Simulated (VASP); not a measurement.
# CuO (P6_3/mmc) in VASP: single point with PBE+U

Aim: the single point of CuO with PBE+U.

All numbers are computed with VASP 6.6.1; they aren't measurements. Logs are shortened: lines on timing, memory, paths and dates and some standing lists are left out, and cuts for length are marked.

## (1) The cell of the first run

Symmetry: P6_3/mmc, No. 194, hexagonal system. The conventional cell has a = 3.180 Å, b = 3.180 Å, c = 4.431 Å, α = 90.00°, β = 90.00°, γ = 120.00°. Cu (site symmetry -3m) has 6 O at 2.14 Å and 2 Cu at 2.22 Å within 2.8 Å. Within 2.9 Å of O (site symmetry -6m2) lie 6 Cu at 2.14 Å and 6 O at 2.88 Å.

## (2) Single point, PBE+U, collinear spin, zero start

File INCAR:

```
SYSTEM = CuO
PREC = Accurate ; ENCUT = 520
EDIFF = 1E-7 ; ISMEAR = 0
SIGMA = 0.05 ; LREAL = .FALSE.
LASPH = .TRUE. ; NELM = 150
ALGO = Normal ; ISIF = 2
LWAVE = .FALSE. ; LCHARG = .FALSE.
ISPIN = 2 ; MAGMOM = 0 0 0 0
LORBIT = 11 ; LMAXMIX = 4
LDAU = .TRUE. ; LDAUTYPE = 2
LDAUL = 2 -1 ; LDAUU = 2 0
LDAUJ = 0 0 ; LDAUPRINT = 1
GGA = PE ; NBANDS = 29
```

File KPOINTS:

```
regular mesh
0
G
  7 7 4
  0 0 0
```

File POSCAR:

```
CuO
1.0
    3.1795331000      0.0000000000      0.0000000000
   -1.5897665500      2.7535564400      0.0000000000
    0.0000000000      0.0000000000      4.4314907300
Cu O
2 2
Direct
    0.0000000000      0.0000000000      0.0000000000
    0.0000000000      0.0000000000      0.5000000000
    0.3333333333      0.6666666667      0.2500000000
    0.6666666667      0.3333333333      0.7500000000
```

Potentials or basis: VASP PAW PBE potentials, release 64 (Cu, O).

Started as:

```console
cat potpaw_PBE.64/Cu/POTCAR potpaw_PBE.64/O/POTCAR > POTCAR
mpirun -np 1 vasp_std > vasp.out
```

OUTCAR:

```text
SYSTEM = CuO
   PREC = Accurate
   ENCUT = 520
   EDIFF = 1E-7
   ISMEAR = 0
   LREAL = .FALSE.
   LASPH = .TRUE.
   NELM = 150
   ISIF = 2
   ISPIN = 2
   LORBIT = 11
   GGA = PE

 ion  position               nearest neighbor table
   1  0.000  0.000  0.000-   3 2.14   4 2.14   4 2.14   3 2.14   4 2.14   3 2.14   2 2.22   2 2.22

   2  0.000  0.000  0.500-   3 2.14   4 2.14   4 2.14   3 2.14   4 2.14   3 2.14   1 2.22   1 2.22

   3  0.333  0.667  0.250-   1 2.14   2 2.14   1 2.14   2 2.14   1 2.14   2 2.14
   4  0.667  0.333  0.750-   1 2.14   2 2.14   1 2.14   2 2.14   1 2.14   2 2.14

  LATTYP: Found a hexagonal cell.
 ALAT       =     3.1795331000
 C/A-ratio  =     1.3937551806

  Lattice vectors:

 A1 = (   3.1795331000,   0.0000000000,   0.0000000000)
 A2 = (  -1.5897665500,   2.7535564400,   0.0000000000)
 A3 = (   0.0000000000,   0.0000000000,   4.4314907300)

Analysis of symmetry for initial positions (statically):
=====================================================================
 Subroutine PRICEL returns:
 Original cell was already a primitive cell.

 Routine SETGRP: Setting up the symmetry group for a
 hexagonal supercell.

 Subroutine GETGRP returns: Found 24 space group operations
 (whereof 12 operations were pure point group operations)
 out of a pool of 24 trial point group operations.

The static configuration has the point symmetry D_3d.
 The point group associated with its full space group is D_6h.

Analysis of symmetry for dynamics (positions and initial velocities):
=====================================================================
 Subroutine PRICEL returns:
 Original cell was already a primitive cell.

 Routine SETGRP: Setting up the symmetry group for a
 hexagonal supercell.

 Subroutine GETGRP returns: Found 24 space group operations
 (whereof 12 operations were pure point group operations)
 out of a pool of 24 trial point group operations.

The dynamic configuration has the point symmetry D_3d.
 The point group associated with its full space group is D_6h.

Analysis of structural, dynamic, and magnetic symmetry:
=====================================================================
 Subroutine PRICEL returns:
 Original cell was already a primitive cell.

 Routine SETGRP: Setting up the symmetry group for a
 hexagonal supercell.

 Subroutine GETGRP returns: Found 24 space group operations
 (whereof 12 operations were pure point group operations)
 out of a pool of 24 trial point group operations.

The overall configuration has the point symmetry D_3d.
 The point group associated with its full space group is D_6h.

 Subroutine INISYM returns: Found 24 space group operations
 (whereof 12 operations are pure point group operations),
 and found     1 'primitive' translations

----------------------------------------------------------------------------------------

                                     Primitive cell

  volume of cell :      38.7978

  direct lattice vectors                    reciprocal lattice vectors
     3.179533100  0.000000000  0.000000000     0.314511587  0.181583349  0.000000000
    -1.589766550  2.753556440  0.000000000     0.000000000  0.363166698  0.000000000
     0.000000000  0.000000000  4.431490730     0.000000000  0.000000000  0.225657699

  length of vectors
     3.179533100  3.179533103  4.431490730     0.363166698  0.363166698  0.225657699
[... 153 lines left out ...]
  o =  0.8763  v =  0.0000  0.0000  0.0000  0.0000  0.0000  0.6924  0.0000  0.0000 -0.7215 -0.0000      0.0000  0.0000  0.0000  0.0000  0.0000  0.0000  0.0000  0.0000  0.0000  0.0000
  o =  0.8763  v =  0.0000  0.0000  0.0000  0.0000  0.0000  0.0000 -0.7215 -0.0000 -0.0000  0.6924      0.0000  0.0000  0.0000  0.0000  0.0000  0.0000  0.0000  0.0000  0.0000  0.0000
  o =  0.9484  v =  0.0000  0.0000  0.0000  0.0000  0.0000 -0.0000 -0.0000  1.0000 -0.0000 -0.0000      0.0000  0.0000  0.0000  0.0000  0.0000  0.0000  0.0000  0.0000  0.0000  0.0000
  o =  0.9484  v =  0.0000 -0.0000  1.0000 -0.0000 -0.0000  0.0000  0.0000  0.0000  0.0000  0.0000      0.0000  0.0000  0.0000  0.0000  0.0000  0.0000  0.0000  0.0000  0.0000  0.0000
  o =  0.9615  v = -0.7215  0.0000 -0.0000 -0.6924 -0.0000  0.0000  0.0000  0.0000  0.0000  0.0000      0.0000  0.0000  0.0000  0.0000  0.0000  0.0000  0.0000  0.0000  0.0000  0.0000
  o =  0.9615  v =  0.0000  0.6924  0.0000 -0.0000  0.7215  0.0000  0.0000  0.0000  0.0000  0.0000      0.0000  0.0000  0.0000  0.0000  0.0000  0.0000  0.0000  0.0000  0.0000  0.0000
  o =  0.9615  v =  0.0000  0.0000  0.0000  0.0000  0.0000  0.7215 -0.0000 -0.0000  0.6924 -0.0000      0.0000  0.0000  0.0000  0.0000  0.0000  0.0000  0.0000  0.0000  0.0000  0.0000
  o =  0.9615  v =  0.0000  0.0000  0.0000  0.0000  0.0000  0.0000  0.6924  0.0000  0.0000  0.7215      0.0000  0.0000  0.0000  0.0000  0.0000  0.0000  0.0000  0.0000  0.0000  0.0000

atom =   2  type =  1  l = 2

 onsite density matrix

spin component  1

  0.9206 -0.0000  0.0000 -0.0426  0.0000
 -0.0000  0.9171 -0.0000 -0.0000 -0.0426
  0.0000 -0.0000  0.9484 -0.0000  0.0000
 -0.0426 -0.0000 -0.0000  0.9171  0.0000
  0.0000 -0.0426  0.0000  0.0000  0.9206

spin component  2

  0.9206 -0.0000  0.0000 -0.0426  0.0000
 -0.0000  0.9171 -0.0000 -0.0000 -0.0426
  0.0000 -0.0000  0.9484 -0.0000  0.0000
 -0.0426 -0.0000 -0.0000  0.9171  0.0000
  0.0000 -0.0426  0.0000  0.0000  0.9206

 occupancies and eigenvectors

  o =  0.8763  v = -0.6924  0.0000  0.0000 -0.7215 -0.0000  0.0000  0.0000  0.0000  0.0000  0.0000      0.0000  0.0000  0.0000  0.0000  0.0000  0.0000  0.0000  0.0000  0.0000  0.0000
  o =  0.8763  v =  0.0000 -0.7215  0.0000  0.0000 -0.6924  0.0000  0.0000  0.0000  0.0000  0.0000      0.0000  0.0000  0.0000  0.0000  0.0000  0.0000  0.0000  0.0000  0.0000  0.0000
  o =  0.8763  v =  0.0000  0.0000  0.0000  0.0000  0.0000 -0.6924 -0.0000  0.0000 -0.7215 -0.0000      0.0000  0.0000  0.0000  0.0000  0.0000  0.0000  0.0000  0.0000  0.0000  0.0000
  o =  0.8763  v =  0.0000  0.0000  0.0000  0.0000  0.0000 -0.0000  0.7215 -0.0000 -0.0000  0.6924      0.0000  0.0000  0.0000  0.0000  0.0000  0.0000  0.0000  0.0000  0.0000  0.0000
  o =  0.9484  v =  0.0000  0.0000  0.0000  0.0000  0.0000  0.0000 -0.0000 -1.0000 -0.0000  0.0000      0.0000  0.0000  0.0000  0.0000  0.0000  0.0000  0.0000  0.0000  0.0000  0.0000
  o =  0.9484  v =  0.0000 -0.0000 -1.0000 -0.0000  0.0000  0.0000  0.0000  0.0000  0.0000  0.0000      0.0000  0.0000  0.0000  0.0000  0.0000  0.0000  0.0000  0.0000  0.0000  0.0000
  o =  0.9615  v =  0.7215  0.0000 -0.0000 -0.6924 -0.0000  0.0000  0.0000  0.0000  0.0000  0.0000      0.0000  0.0000  0.0000  0.0000  0.0000  0.0000  0.0000  0.0000  0.0000  0.0000
  o =  0.9615  v =  0.0000 -0.6924  0.0000 -0.0000  0.7215  0.0000  0.0000  0.0000  0.0000  0.0000      0.0000  0.0000  0.0000  0.0000  0.0000  0.0000  0.0000  0.0000  0.0000  0.0000
  o =  0.9615  v =  0.0000  0.0000  0.0000  0.0000  0.0000  0.7215 -0.0000  0.0000 -0.6924  0.0000      0.0000  0.0000  0.0000  0.0000  0.0000  0.0000  0.0000  0.0000  0.0000  0.0000
  o =  0.9615  v =  0.0000  0.0000  0.0000  0.0000  0.0000 -0.0000 -0.6924  0.0000  0.0000  0.7215      0.0000  0.0000  0.0000  0.0000  0.0000  0.0000  0.0000  0.0000  0.0000  0.0000

 number of electron      34.0000021 magnetization      -0.0001287

 Free energy of the ion-electron system (eV)
  ---------------------------------------------------
  ext. energy  EPLUGINS =         0.00000000
  ---------------------------------------------------
  free energy    TOTEN  =       -16.69774893 eV

  energy without entropy =      -16.69015506  energy(sigma->0) =      -16.69395199

 E-fermi :   5.4420     XC(G=0): -12.1900

 val. band max:        5.4331309456   @ k =   0.2857   0.1429   0.5000
 cond. band min:       5.4457434124   @ k =   0.2857   0.1429   0.0000
 fundamental gap:      0.0126124668
 Fermi energy:         5.4420356535

 spin component 1

 k-point     1 :       0.0000    0.0000    0.0000
  band No.  band energies     occupation
      1     -13.5895      1.00000
      2     -12.0410      1.00000
      3      -0.9596      1.00000
      4       0.0967      1.00000
      5       0.0967      1.00000
      6       0.9166      1.00000
[... 757 lines left out ...]
     28      25.3579      0.00000
     29      27.9440      0.00000
 Fermi energy:         5.4420356535

 spin component 2

 k-point     1 :       0.0000    0.0000    0.0000
  band No.  band energies     occupation
      1     -13.5895      1.00000
      2     -12.0410      1.00000
      3      -0.9596      1.00000
      4       0.0966      1.00000
      5       0.0966      1.00000
      6       0.9166      1.00000
[... 757 lines left out ...]
     28      25.3578      0.00000
     29      27.9439      0.00000

------------------------ aborting loop because EDIFF is reached ----------------------------------------

  FORCE on cell =-STRESS in cart. coord.  units (eV):
  Direction    XX          YY          ZZ          XY          YZ          ZX
  --------------------------------------------------------------------------------------
  -------------------------------------------------------------------------------------
  Total       -2.6206793     -2.6206794      8.5343422     -0.0000000      0.0000000     -0.0000000
  in kB     -108.2224322   -108.2224325    352.4304778     -0.0000000      0.0000000     -0.0000000
  external PRESSURE =      45.3285377 kB  Pullay stress =       0.0000000 kB

 VOLUME and BASIS-vectors are now :
 -----------------------------------------------------------------------------
  energy-cutoff  :      520.00
  volume of cell :       38.80
      direct lattice vectors                 reciprocal lattice vectors
     3.179533100  0.000000000  0.000000000     0.314511587  0.181583349  0.000000000
    -1.589766550  2.753556440  0.000000000     0.000000000  0.363166698  0.000000000
     0.000000000  0.000000000  4.431490730     0.000000000  0.000000000  0.225657699

 POSITION                                       TOTAL-FORCE (eV/Angst)
 -----------------------------------------------------------------------------------
      0.00000      0.00000      0.00000         0.000000      0.000000      0.000000
      0.00000      0.00000      2.21575         0.000000      0.000000      0.000000
     -0.00000      1.83570      1.10787        -0.000000      0.000000      0.000000
      1.58977      0.91785      3.32362         0.000000      0.000000      0.000000
 -----------------------------------------------------------------------------------
    total drift:                               -0.000000      0.000000      0.000000

  FREE ENERGIE OF THE ION-ELECTRON SYSTEM (eV)
  ---------------------------------------------------
  free  energy   TOTEN  =       -16.6977489293 eV

  energy  without entropy=      -16.6901550553  energy(sigma->0) =      -16.69395199

 total charge

# of ion       s       p       d       tot
------------------------------------------
    1        0.338   0.361   9.227   9.926
    2        0.338   0.361   9.227   9.926
    3        1.583   3.304   0.000   4.887
    4        1.583   3.304   0.000   4.887
--------------------------------------------------
tot          3.843   7.330  18.454  29.627

 magnetization (x)

# of ion       s       p       d       tot
------------------------------------------
    1       -0.000  -0.000  -0.000  -0.000
    2       -0.000  -0.000  -0.000  -0.000
    3       -0.000  -0.000   0.000  -0.000
    4       -0.000  -0.000   0.000  -0.000
--------------------------------------------------
tot         -0.000  -0.000  -0.000  -0.000
```

Run time: 1.9 min. Hardware: 1 thread of AMD EPYC 7R13, shared host; peak memory 0.16 GiB.

Results:

| Property | Result |
| --- | --- |
| Free energy | -16.6977 eV |
| Pressure | 4.5 GPa |
| Band gap on the k mesh | zero (filled and empty bands overlap) |
| Net moment | 0.00 μB per cell |
| Valence electrons inside the program's atomic spheres | Cu 9.93; O 4.89 |

Levels at points of the mesh, in eV from the Fermi level:
Spin up:
```csv
k point,band 13,band 14,band 15,band 16,band 17,band 18,band 19,band 20,band 21,band 22
"(0.00, 0.00, 0.00)",-1.68,-1.68,-1.42,-0.34,0.60,0.60,1.70,5.41,11.64,12.57
"(0.00, 0.00, 0.50)",-2.42,-2.42,-0.14,-0.14,-0.14,-0.14,4.44,4.44,14.13,14.13
```
Spin down:
| k point | band 15 | band 16 | band 17 | band 18 | band 19 | band 20 |
| --- | --- | --- | --- | --- | --- | --- |
| (0.00, 0.00, 0.00) | -1.42 | -0.34 | 0.60 | 0.60 | 1.70 | 5.41 |
| (0.00, 0.00, 0.50) | -0.14 | -0.14 | -0.14 | -0.14 | 4.44 | 4.44 |

Eigenvalues of the final occupation matrices:
```csv
site,spin,trace,eigenvalues
site 1 d,1,4.62,0.88 0.88 0.95 0.96 0.96
site 1 d,2,4.62,0.88 0.88 0.95 0.96 0.96
site 2 d,1,4.62,0.88 0.88 0.95 0.96 0.96
site 2 d,2,4.62,0.88 0.88 0.95 0.96 0.96
```

Caveat: the cell stands under pressure.
